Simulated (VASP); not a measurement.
# Ag (P6_3/mmc) in VASP: notebook

The runs below take Ag through single point, relaxation of cell and atoms, with PBEsol.

Everything below comes from runs of VASP 6.6.1. Logs are shortened: lines on timing, memory, paths and dates and some standing lists are left out, and cuts for length are marked.

### 1 The cell of the first run

Symmetry: P6_3/mmc, No. 194, hexagonal system. Conventional cell: a = 2.951 Å, b = 2.951 Å, c = 4.786 Å, α = 90.00°, β = 90.00°, γ = 120.00°. Within 3.9 Å of Ag (site symmetry -6m2) lie 12 Ag at 2.94 to 2.95 Å.

### 2 Single point, PBEsol (volume scaled by 1.08)

Input file INCAR:

```
SYSTEM = Ag
ALGO = Normal ; EDIFF = 1E-6
ENCUT = 520 ; GGA = PS
ISIF = 2 ; ISMEAR = -1
LASPH = .True. ; LCHARG = .True.
LELF = .True. ; LREAL = .False.
LVHAR = .True. ; LWAVE = .False.
NBANDS = 18 ; NELM = 100
PREC = Accurate ; SIGMA = 0.1
```

Input file KPOINTS:

```
k-points
0
Gamma
  14 14 8
  0 0 0
```

Input file POSCAR:

```
Ag
1.0
    2.9514879140      0.0000000000      0.0000000000
   -1.4757439570      2.5560635125      0.0000000000
    0.0000000000      0.0000000000      4.7862594081
Ag
2
Direct
    0.3333333333      0.6666666667      0.2500000000
    0.6666666667      0.3333333333      0.7500000000
```

Potentials or basis: VASP PAW PBE potentials, release 64 (Ag).

Command:

```
$ cat potpaw_PBE.64/Ag/POTCAR > POTCAR
$ mpirun -np 1 vasp_std > vasp.out
```

OUTCAR:

```text
SYSTEM = Ag
   EDIFF = 1E-6
   ENCUT = 520
   GGA = PS
   ISIF = 2
   ISMEAR = -1
   LASPH = .True.
   LREAL = .False.
   NELM = 100
   PREC = Accurate

 ion  position               nearest neighbor table
   1  0.333  0.667  0.250-   2 2.94   2 2.94   2 2.94   2 2.94   2 2.94   2 2.94
   2  0.667  0.333  0.750-   1 2.94   1 2.94   1 2.94   1 2.94   1 2.94   1 2.94

  LATTYP: Found a hexagonal cell.
 ALAT       =     2.9514879140
 C/A-ratio  =     1.6216428959

  Lattice vectors:

 A1 = (   2.9514879140,   0.0000000000,   0.0000000000)
 A2 = (  -1.4757439570,   2.5560635125,   0.0000000000)
 A3 = (   0.0000000000,   0.0000000000,   4.7862594081)

Analysis of symmetry for initial positions (statically):
=====================================================================
 Subroutine PRICEL returns:
 Original cell was already a primitive cell.

 Routine SETGRP: Setting up the symmetry group for a
 hexagonal supercell.

 Subroutine GETGRP returns: Found 24 space group operations
 (whereof 12 operations were pure point group operations)
 out of a pool of 24 trial point group operations.

The static configuration has the point symmetry D_3d.
 The point group associated with its full space group is D_6h.

Analysis of symmetry for dynamics (positions and initial velocities):
=====================================================================
 Subroutine PRICEL returns:
 Original cell was already a primitive cell.

 Routine SETGRP: Setting up the symmetry group for a
 hexagonal supercell.

 Subroutine GETGRP returns: Found 24 space group operations
 (whereof 12 operations were pure point group operations)
 out of a pool of 24 trial point group operations.

The dynamic configuration has the point symmetry D_3d.
 The point group associated with its full space group is D_6h.

 Subroutine INISYM returns: Found 24 space group operations
 (whereof 12 operations are pure point group operations),
 and found     1 'primitive' translations

----------------------------------------------------------------------------------------

                                     Primitive cell

  volume of cell :      36.1085

  direct lattice vectors                    reciprocal lattice vectors
     2.951487914  0.000000000  0.000000000     0.338812162  0.195613293  0.000000000
    -1.475743957  2.556063513  0.000000000     0.000000000  0.391226585  0.000000000
     0.000000000  0.000000000  4.786259408     0.000000000  0.000000000  0.208931425

  length of vectors
     2.951487914  2.951487914  4.786259408     0.391226585  0.391226585  0.208931425

  position of ions in fractional coordinates (direct lattice)
     0.333333333  0.666666667  0.250000000
     0.666666667  0.333333333  0.750000000

  ion indices of the primitive-cell ions
   primitive index   ion index
                 1           1
                 2           2

----------------------------------------------------------------------------------------

 KPOINTS: k-points

Automatic generation of k-mesh.
 Grid dimensions read from file:
 generate k-points for:   14   14    8

 Generating k-lattice:

  Cartesian coordinates                     Fractional coordinates (reciprocal lattice)
     0.024200869  0.013972378  0.000000000     0.071428571  0.000000000  0.000000000
     0.000000000  0.027944756  0.000000000     0.000000000  0.071428571  0.000000000
     0.000000000  0.000000000  0.026116428     0.000000000  0.000000000  0.125000000

  Length of vectors
     0.027944756  0.027944756  0.026116428

  Shift w.r.t. Gamma in fractional coordinates (k-lattice)
     0.000000000  0.000000000  0.000000000

 Subroutine IBZKPT returns following result:
 ===========================================

 Found    120 irreducible k-points:

 Following reciprocal coordinates:
            Coordinates               Weight
  0.000000  0.000000  0.000000      1.000000
  0.071429  0.000000  0.000000      6.000000
  0.142857  0.000000  0.000000      6.000000
  0.214286  0.000000  0.000000      6.000000
  0.285714  0.000000  0.000000      6.000000
  0.357143  0.000000  0.000000      6.000000
[... 16 lines left out ...]
  0.285714  0.285714  0.000000      6.000000
  0.357143  0.285714  0.000000      6.000000
 [... further k-points ...]
   k-points           NKPTS =    120   k-points in BZ     NKDIM =    120   number of bands    NBANDS=     18
   number of dos      NEDOS =    301   number of ions     NIONS =      2
   total plane-waves  NPLWV =  20736
   dimension x,y,z NGX =    24 NGY =   24 NGZ =   36
   dimension x,y,z NGXF=    48 NGYF=   48 NGZF=   72
   ions per type =               2
   NGX,Y,Z   is equivalent  to a cutoff of  13.52, 13.52, 12.50 a.u.
   NGXF,Y,Z  is equivalent  to a cutoff of  27.04, 27.04, 25.01 a.u.
 SYSTEM =  Ag
   PREC   = accura    normal or accurate (medium, high low for compatibility)
   ISTART =      0    job   : 0-new  1-cont  2-samecut
   ICHARG =      2    charge: 1-file 2-atom 10-const
   ISPIN  =      1    spin polarized calculation?
   LNONCOLLINEAR =      F non collinear calculations
   LSORBIT =      F    spin-orbit coupling
   LASPH  =      T    aspherical Exc in radial PAW
   ENCUT  =  520.0 eV  38.22 Ry    6.18 a.u.   5.49  5.49  8.90*2*pi/ulx,y,z
   NELM   =    100;   NELMIN=  2; NELMDL= -5     # of ELM steps
   EDIFF  = 0.1E-05   stopping-criterion for ELM
   LREAL  =      F    real-space projection
   EDIFFG = 0.1E-04   stopping-criterion for IOM
   NSW    =      0    number of steps for IOM
   IBRION =     -1    ionic relax: 0-MD 1-quasi-New 2-CG
   NFREE  =      0    steps in history (QN), initial steepest desc. (CG)
   ISIF   =      2    stress and relaxation
   ISYM   =      2    0-nonsym 1-usesym 2-fastsym
   POTIM  = 0.5000    time-step for ionic-motion
   TEBEG  =    0.0;   TEEND  =   0.0 temperature during run
   PSTRESS=    0.0 pullay stress
   NELECT =      22.0000    total number of electrons
   NUPDOWN=      -1.0000    fix difference up-down
   EMIN   =  10.00;   EMAX   =-10.00  energy-range for DOS
   EFERMI =   0.00;   METHOD = LEGACY
   ISMEAR =    -1;   SIGMA  =   0.10  broadening in eV -4-tet -1-fermi 0-gaus
   EFERMI_NEDOS =   21; number of points for ismear=-14 and -15
   IALGO  =     38    algorithm
   IMIX   =      4    mixing-type and parameters
     AMIX     =   0.40;   BMIX     =  1.00
     AMIX_MAG =   1.60;   BMIX_MAG =  1.00
  volume/ion in A,a.u.               =      18.05       121.84
  Fermi-wavevector in a.u.,A,eV,Ry     =   1.387861  2.622678 26.206988  1.926159
  Thomas-Fermi vector in A             =   2.512042
   LORBIT       =      0    0 simple, 1 ext, 2 COOP (PROOUT), +10 PAW based schemes
   GGA     = PS    functional components
   LHFCALC =     F    Hartree Fock is set to
   AEXX    =    0.0000 exact exchange contribution
   IVDW    =     0    specifies the selected vdW correction
   LEPSILON=     F    determine dielectric tensor
   LRPA    =     F    only Hartree local field effects (RPA)
 non-spin polarized calculation
  energy-cutoff  :      520.00
  volume of cell :       36.11
 maximum number of plane-waves:      1002
 NGX is ok and might be reduce to    24
   NGX = 11   NGY = 11   NGZ = 17

 number of electron      22.0000003 magnetization

 Free energy of the ion-electron system (eV)
  ---------------------------------------------------
  ext. energy  EPLUGINS =         0.00000000
  ---------------------------------------------------
  free energy    TOTEN  =        -6.54398722 eV

  energy without entropy =       -6.52498905  energy(sigma->0) =       -6.53448814

 E-fermi :   7.4180     XC(G=0): -12.0725

 val. band max:        7.4064453667   @ k =   0.4286   0.0714   0.2500
 cond. band min:       7.5366666405   @ k =   0.4286   0.0000   0.5000
 fundamental gap:      0.1302212737
 Fermi energy:         7.4179814703

 k-point     1 :       0.0000    0.0000    0.0000
  band No.  band energies     occupation
      1       0.0455      2.00000
      2       1.4256      2.00000
      3       2.9170      2.00000
      4       2.9808      2.00000
      5       2.9808      2.00000
      6       3.2029      2.00000
[... 10 lines left out ...]
     17      24.9034      0.00000
     18      25.0044      0.00000

 k-point     2 :       0.0714    0.0000    0.0000
  band No.  band energies     occupation
      1       0.1798      2.00000
      2       1.5013      2.00000
      3       2.8196      2.00000
      4       3.0491      2.00000
      5       3.0728      2.00000
      6       3.1791      2.00000
[... 10 lines left out ...]
     17      25.0265      0.00000
     18      25.6166      0.00000

 k-point     3 :       0.1429    0.0000    0.0000
  band No.  band energies     occupation
      1       0.5635      2.00000
      2       1.6915      2.00000
      3       2.6866      2.00000
      4       3.0874      2.00000
      5       3.2055      2.00000
      6       3.2455      2.00000
[... 10 lines left out ...]
     17      25.1772      0.00000
     18      25.4457      0.00000

 k-point     4 :       0.2143    0.0000    0.0000
  band No.  band energies     occupation
      1       1.1124      2.00000
      2       1.8542      2.00000
      3       2.6473      2.00000
      4       2.8143      2.00000
      5       3.0398      2.00000
      6       3.2139      2.00000
[... 375 lines left out ...]
      4       2.8226      2.00000
      5       3.0310      2.00000
      6       3.0995      2.00000
[... 10 lines left out ...]
     17      18.0784      0.00000
     18      20.4034      0.00000

 k-point    23 :       0.2857    0.2857    0.0000
  band No.  band energies     occupation
      1       1.8808      2.00000
      2       2.2203      2.00000
      3       2.2984      2.00000
      4       2.8068      2.00000
      5       2.8195      2.00000
      6       3.0747      2.00000
[... 10 lines left out ...]
     17      18.6293      0.00000
     18      18.7635      0.00000

 k-point    24 :       0.3571    0.2857    0.0000
  band No.  band energies     occupation
      1       1.8556      2.00000
      2       2.2707      2.00000
      3       2.3314      2.00000
      4       2.7829      2.00000
      5       2.8671      2.00000
      6       2.9854      2.00000
[... 10 lines left out ...]
     17      17.6459      0.00000
     18      18.5543      0.00000

 [... further k-points ...]

------------------------ aborting loop because EDIFF is reached ----------------------------------------

  FORCE on cell =-STRESS in cart. coord.  units (eV):
  Direction    XX          YY          ZZ          XY          YZ          ZX
  --------------------------------------------------------------------------------------
  -------------------------------------------------------------------------------------
  Total       -1.7117142     -1.7117142     -1.6035820      0.0000000      0.0000000      0.0000000
  in kB      -75.9509046    -75.9509046    -71.1529451      0.0000000      0.0000000      0.0000000
  external PRESSURE =     -74.3515848 kB  Pullay stress =       0.0000000 kB

 VOLUME and BASIS-vectors are now :
 -----------------------------------------------------------------------------
  energy-cutoff  :      520.00
  volume of cell :       36.11
      direct lattice vectors                 reciprocal lattice vectors
     2.951487914  0.000000000  0.000000000     0.338812162  0.195613293  0.000000000
    -1.475743957  2.556063513  0.000000000     0.000000000  0.391226585  0.000000000
     0.000000000  0.000000000  4.786259408     0.000000000  0.000000000  0.208931425

 POSITION                                       TOTAL-FORCE (eV/Angst)
 -----------------------------------------------------------------------------------
     -0.00000      1.70404      1.19656         0.000000      0.000000      0.000000
      1.47574      0.85202      3.58969         0.000000     -0.000000      0.000000
 -----------------------------------------------------------------------------------
    total drift:                               -0.000000      0.000000     -0.000000

  FREE ENERGIE OF THE ION-ELECTRON SYSTEM (eV)
  ---------------------------------------------------
  free  energy   TOTEN  =        -6.5439872247 eV

  energy  without entropy=       -6.5249890534  energy(sigma->0) =       -6.53448814
```

It took 39 s on 1 thread of Intel Xeon 6975P-C, shared host; peak memory 0.2 GiB.

What came out:

* Free energy: -6.5440 eV
* Pressure: -7.4 GPa
* Band gap on the k mesh: zero (band 11 reaches 10.95 eV, above the bottom of band 12 at 4.15 eV)

Stress tensor (GPa, compression positive):
```
-7.60  0.00  0.00
 0.00 -7.60  0.00
 0.00  0.00 -7.12
```

Levels at points of the mesh, in eV from the Fermi level:
```
           k point  band 9  band 10  band 11  band 12  band 13  band 14
(0.00, 0.00, 0.00)   -3.93    -2.98    -2.98    -0.21     3.41    15.44
(0.50, 0.00, 0.00)   -2.79    -2.74     0.12     1.41     6.67     6.94
(0.00, 0.00, 0.50)   -3.26    -3.26    -3.26    -3.26    10.88    10.88
(0.50, 0.00, 0.50)   -2.79    -2.79     0.81     0.81     4.27     4.27
```

Caveat: the PAW data sets were made with another functional, which shifts forces and pressure a little.

### 3 Single point, PBEsol (volume scaled by 1.12)

Input file INCAR:

```
SYSTEM = Ag
ALGO     = Normal         ! electronic algorithm
EDIFF    = 1E-6           ! SCF threshold, eV
ENCUT    = 520            ! plane-wave cutoff, eV
GGA      = PS             ! functional
ISIF     = 2              ! what is computed and relaxed
ISMEAR   = -1             ! smearing method
LASPH    = .TRUE.         ! aspherical terms in the spheres
LCHARG   = .TRUE.         ! write CHGCAR
LELF     = .TRUE.         ! ELF
LREAL    = .FALSE.        ! projectors in reciprocal space
LVHAR    = .TRUE.       
LWAVE    = .FALSE.        ! write WAVECAR
NBANDS   = 18             ! bands
NELM     = 80             ! most SCF steps
PREC     = Accurate       ! precision mode
SIGMA    = 0.1            ! smearing width, eV
```

Input file KPOINTS:

```
k-points
0
G
  14 14 8
  0 0 0
```

Input file POSCAR:

```
Ag
1.0
    2.9874852167      0.0000000000      0.0000000000
   -1.4937426084      2.5872380911      0.0000000000
    0.0000000000      0.0000000000      4.8446341784
Ag
2
Direct
    0.3333333333      0.6666666667      0.2500000000
    0.6666666667      0.3333333333      0.7500000000
```

Potentials or basis: VASP PAW PBE potentials, release 64 (Ag).

Command:

```
$ cat potpaw_PBE.64/Ag/POTCAR > POTCAR
$ mpirun -np 1 vasp_std > vasp.out
```

Run time: 42 s. Hardware: 1 thread of Intel Xeon 6975P-C, shared host; peak memory 0.2 GiB.

Results (log left out):

* Free energy: -6.4725 eV
* Pressure: -9.8 GPa
* Band gap on the k mesh: zero (band 11 reaches 10.41 eV, above the bottom of band 12 at 3.73 eV)

Stress tensor (GPa, compression positive):
```
-9.89  0.00  0.00
 0.00 -9.89  0.00
 0.00  0.00 -9.52
```

Levels at points of the mesh, in eV from the Fermi level:
| k point | band 7 | band 8 | band 9 | band 10 | band 11 | band 12 | band 13 | band 14 | band 15 | band 16 |
| --- | --- | --- | --- | --- | --- | --- | --- | --- | --- | --- |
| (0.00, 0.00, 0.00) | -4.12 | -3.85 | -3.85 | -2.96 | -2.96 | -0.12 | 3.22 | 15.32 | 17.06 | 17.06 |
| (0.50, 0.00, 0.00) | -3.54 | -2.87 | -2.79 | -2.74 | 0.13 | 1.32 | 6.51 | 6.78 | 8.62 | 9.85 |
| (0.00, 0.00, 0.50) | -4.15 | -4.15 | -3.23 | -3.23 | -3.23 | -3.23 | 10.60 | 10.60 | 15.64 | 15.64 |
| (0.50, 0.00, 0.50) | -2.99 | -2.99 | -2.79 | -2.79 | 0.85 | 0.85 | 4.07 | 4.07 | 12.81 | 12.81 |

Caveat: the PAW data sets were made with another functional, which shifts forces and pressure a little.

(Continued in part 2 of 2.)
